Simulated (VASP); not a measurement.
# Pd (Fm-3m) in VASP: a series of runs

Pd is run at these levels: PBE; tasks: single point.

All numbers are computed with VASP 6.6.1; they aren't measurements. Logs are shortened: lines on timing, memory, paths and dates and some standing lists are left out, and cuts for length are marked.

### Step 1. The cell of the first run

It takes space group Fm-3m (No. 225, cubic). The conventional cell has a = 3.994 Å, b = 3.994 Å, c = 3.994 Å, α = 90.00°, β = 90.00°, γ = 90.00°. Within 3.7 Å of Pd (site symmetry m-3m) lie 12 Pd at 2.82 Å.

### Step 2. Single point, PBE

INCAR

```
SYSTEM = Pd
ALGO = Normal
EDIFF = 1E-6
ENCUT = 520
GGA = PE
ISIF = 2
ISMEAR = -1
LASPH = .TRUE.
LCHARG = .FALSE.
LREAL = .FALSE.
LWAVE = .FALSE.
NBANDS = 11
NELM = 80
PREC = Accurate
SIGMA = 0.06122561905347299
```

KPOINTS

```
k-points
0
G
  47 47 47
  0 0 0
```

POSCAR

```
Pd
1.0
    0.0000000000      1.9970263384      1.9970263384
    1.9970263384      0.0000000000      1.9970263384
    1.9970263384      1.9970263384      0.0000000000
Pd
1
Direct
    0.0000000000      0.0000000000      0.0000000000
```

Potentials or basis: VASP PAW PBE potentials, release 64 (Pd).

The run is started by

```bash
$ cat potpaw_PBE.64/Pd/POTCAR > POTCAR
$ mpirun -np 1 vasp_std > vasp.out
```

OUTCAR:

```text
SYSTEM = Pd
   EDIFF = 1E-6
   ENCUT = 520
   GGA = PE
   ISIF = 2
   ISMEAR = -1
   LASPH = .TRUE.
   LREAL = .FALSE.
   NELM = 80
   PREC = Accurate

 ion  position               nearest neighbor table
   1  0.000  0.000  0.000-

  LATTYP: Found a face centered cubic cell.
 ALAT       =     3.9940526768

  Lattice vectors:

 A1 = (   0.0000000000,   1.9970263384,   1.9970263384)
 A2 = (   1.9970263384,   0.0000000000,   1.9970263384)
 A3 = (   1.9970263384,   1.9970263384,   0.0000000000)

Analysis of symmetry for initial positions (statically):
=====================================================================
 Subroutine PRICEL returns:
 Original cell was already a primitive cell.

 Routine SETGRP: Setting up the symmetry group for a
 face centered cubic supercell.

 Subroutine GETGRP returns: Found 48 space group operations
 (whereof 48 operations were pure point group operations)
 out of a pool of 48 trial point group operations.

The static configuration has the point symmetry O_h .

Analysis of symmetry for dynamics (positions and initial velocities):
=====================================================================
 Subroutine PRICEL returns:
 Original cell was already a primitive cell.

 Routine SETGRP: Setting up the symmetry group for a
 face centered cubic supercell.

 Subroutine GETGRP returns: Found 48 space group operations
 (whereof 48 operations were pure point group operations)
 out of a pool of 48 trial point group operations.

The dynamic configuration has the point symmetry O_h .

 Subroutine INISYM returns: Found 48 space group operations
 (whereof 48 operations are pure point group operations),
 and found     1 'primitive' translations

----------------------------------------------------------------------------------------

                                     Primitive cell

  volume of cell :      15.9287

  direct lattice vectors                    reciprocal lattice vectors
     0.000000000  1.997026338  1.997026338    -0.250372261  0.250372261  0.250372261
     1.997026338  0.000000000  1.997026338     0.250372261 -0.250372261  0.250372261
     1.997026338  1.997026338  0.000000000     0.250372261  0.250372261 -0.250372261

  length of vectors
     2.824221732  2.824221732  2.824221732     0.433657477  0.433657477  0.433657477

  position of ions in fractional coordinates (direct lattice)
     0.000000000  0.000000000  0.000000000

  ion indices of the primitive-cell ions
   primitive index   ion index
                 1           1

[... 72 lines left out ...]
   LREAL  =      F    real-space projection
   EDIFFG = 0.1E-04   stopping-criterion for IOM
   NSW    =      0    number of steps for IOM
   IBRION =     -1    ionic relax: 0-MD 1-quasi-New 2-CG
   NFREE  =      0    steps in history (QN), initial steepest desc. (CG)
   ISIF   =      2    stress and relaxation
   ISYM   =      2    0-nonsym 1-usesym 2-fastsym
   POTIM  = 0.5000    time-step for ionic-motion
   TEBEG  =    0.0;   TEEND  =   0.0 temperature during run
   PSTRESS=    0.0 pullay stress
   NELECT =      10.0000    total number of electrons
   NUPDOWN=      -1.0000    fix difference up-down
   EMIN   =  10.00;   EMAX   =-10.00  energy-range for DOS
   EFERMI =   0.00;   METHOD = LEGACY
   ISMEAR =    -1;   SIGMA  =   0.06  broadening in eV -4-tet -1-fermi 0-gaus
   EFERMI_NEDOS =   21; number of points for ismear=-14 and -15
   IALGO  =     38    algorithm
   IMIX   =      4    mixing-type and parameters
     AMIX     =   0.40;   BMIX     =  1.00
     AMIX_MAG =   1.60;   BMIX_MAG =  1.00
  volume/ion in A,a.u.               =      15.93       107.49
  Fermi-wavevector in a.u.,A,eV,Ry     =   1.401784  2.648987 26.735419  1.964998
  Thomas-Fermi vector in A             =   2.524611
   LORBIT       =      0    0 simple, 1 ext, 2 COOP (PROOUT), +10 PAW based schemes
   GGA     = PE    functional components
   LHFCALC =     F    Hartree Fock is set to
   AEXX    =    0.0000 exact exchange contribution
   IVDW    =     0    specifies the selected vdW correction
   LEPSILON=     F    determine dielectric tensor
   LRPA    =     F    only Hartree local field effects (RPA)
 non-spin polarized calculation
  energy-cutoff  :      520.00
  volume of cell :       15.93
 maximum number of plane-waves:       444
 NGX is ok and might be reduce to    24
   NGX = 11   NGY = 11   NGZ = 11

 number of electron      10.0000001 magnetization

 Free energy of the ion-electron system (eV)
  ---------------------------------------------------
  ext. energy  EPLUGINS =         0.00000000
  ---------------------------------------------------
  free energy    TOTEN  =        -5.21988913 eV

  energy without entropy =       -5.18974767  energy(sigma->0) =       -5.20481840

 E-fermi :   8.5459     XC(G=0): -12.7098

 val. band max:        8.5447418229   @ k =   0.4894   0.2766   0.0426
 cond. band min:       8.5459814470   @ k =   0.4894   0.1489   0.0000
 fundamental gap:      0.0012396241
 Fermi energy:         8.5458760387

 k-point     1 :       0.0000    0.0000    0.0000
  band No.  band energies     occupation
      1       1.9787      2.00000
      2       6.0322      2.00000
      3       6.0322      2.00000
      4       6.0322      2.00000
      5       7.4505      2.00000
      6       7.4505      2.00000
      7      25.6664      0.00000
      8      30.0071      0.00000
      9      30.0071      0.00000
     10      30.0071      0.00000
     11      34.7871      0.00000
[... 309 lines left out ...]
 k-point    24 :       0.4894    0.0000    0.0000
  band No.  band energies     occupation
      1       3.8177      2.00000
      2       5.9956      2.00000
      3       5.9956      2.00000
      4       8.5063      1.31242
      5       8.5063      1.31242
      6       9.7012      0.00000
      7      15.2999      0.00000
      8      25.0078      0.00000
      9      28.8882      0.00000
     10      28.8882      0.00000
     11      34.6392      0.00000

 [... further k-points ...]
[... 5 lines left out ...]
  --------------------------------------------------------------------------------------
  -------------------------------------------------------------------------------------
  Total       -0.5935937     -0.5935937     -0.5935937      0.0000000      0.0000000     -0.0000000
  in kB      -59.7060725    -59.7060725    -59.7060725      0.0000000      0.0000000     -0.0000000
  external PRESSURE =     -59.7060725 kB  Pullay stress =       0.0000000 kB

 VOLUME and BASIS-vectors are now :
 -----------------------------------------------------------------------------
  energy-cutoff  :      520.00
  volume of cell :       15.93
      direct lattice vectors                 reciprocal lattice vectors
     0.000000000  1.997026338  1.997026338    -0.250372261  0.250372261  0.250372261
     1.997026338  0.000000000  1.997026338     0.250372261 -0.250372261  0.250372261
     1.997026338  1.997026338  0.000000000     0.250372261  0.250372261 -0.250372261

 POSITION                                       TOTAL-FORCE (eV/Angst)
 -----------------------------------------------------------------------------------
      0.00000      0.00000      0.00000         0.000000     -0.000000      0.000000
 -----------------------------------------------------------------------------------
    total drift:                               -0.000000      0.000000     -0.000000

  FREE ENERGIE OF THE ION-ELECTRON SYSTEM (eV)
  ---------------------------------------------------
  free  energy   TOTEN  =        -5.2198891261 eV

  energy  without entropy=       -5.1897476747  energy(sigma->0) =       -5.20481840
```

stdout:

```text
POSCAR found type information on POSCAR Pd
 POSCAR found :  1 types and       1 ions
 scaLAPACK will be used
 LDA part: xc-table for (Slater+PW92), standard interpolation
 POSCAR, INCAR and KPOINTS ok, starting setup
 FFT: planning ... GRIDC
 FFT: planning ... GRID_SOFT
 FFT: planning ... GRID
 WAVECAR not read
 entering main loop
```

It took 2.6 min on 1 thread of Intel Xeon 6975P-C (Granite Rapids), shared host; peak memory 0.54 GiB.

What came out:

- Free energy: -5.2199 eV
- Pressure: -6.0 GPa
- Band gap on the k mesh: zero (band 5 reaches 8.78 eV, above the bottom of band 6 at 7.39 eV)

### Step 3. Single point, PBE

This run uses another cell than the first one, of 16.24 Å³/atom, 1.019 times its volume.

INCAR

```
ALGO = Normal ; EDIFF = 1E-7
ENCUT = 520 ; GGA = PE
ISIF = 2 ; ISMEAR = -1
LASPH = True ; LCHARG = True
LELF = True ; LREAL = False
LVHAR = True ; LWAVE = False
NBANDS = 11 ; NELM = 60
PREC = Accurate ; SIGMA = 0.06122561905347299
```

KPOINTS

```
k-points
0
Gamma
  47 47 47
```

POSCAR

```
Pd
1.0
    0.0000000000      2.0097465943      2.0097465943
    2.0097465943      0.0000000000      2.0097465943
    2.0097465943      2.0097465943      0.0000000000
Pd
1
Direct
    0.0000000000      0.0000000000      0.0000000000
```

Potentials or basis: VASP PAW PBE potentials, release 64 (Pd).

The run is started by

```bash
$ cat potpaw_PBE.64/Pd/POTCAR > POTCAR
$ mpirun -np 1 vasp_std > vasp.out
```

Run time: 15 min. Hardware: 1 thread of AMD EPYC 7R13 (Zen 3), shared host; peak memory 0.5 GiB.

Results (log left out):

```yaml
Free_energy: -5.2063 eV
Pressure: -8.4 GPa
Band_gap_on_the_k_mesh: zero (band 5 reaches 8.48 eV, above the bottom of band 6 at 7.13 eV)
```

Levels at points of the mesh, in eV from the Fermi level:
| k point | band 1 | band 2 | band 3 | band 4 | band 5 | band 6 | band 7 | band 8 | band 9 | band 10 |
| --- | --- | --- | --- | --- | --- | --- | --- | --- | --- | --- |
| (0.00, 0.00, 0.00) | -6.43 | -2.44 | -2.44 | -2.44 | -1.06 | -1.06 | 17.10 | 21.33 | 21.33 | 21.33 |
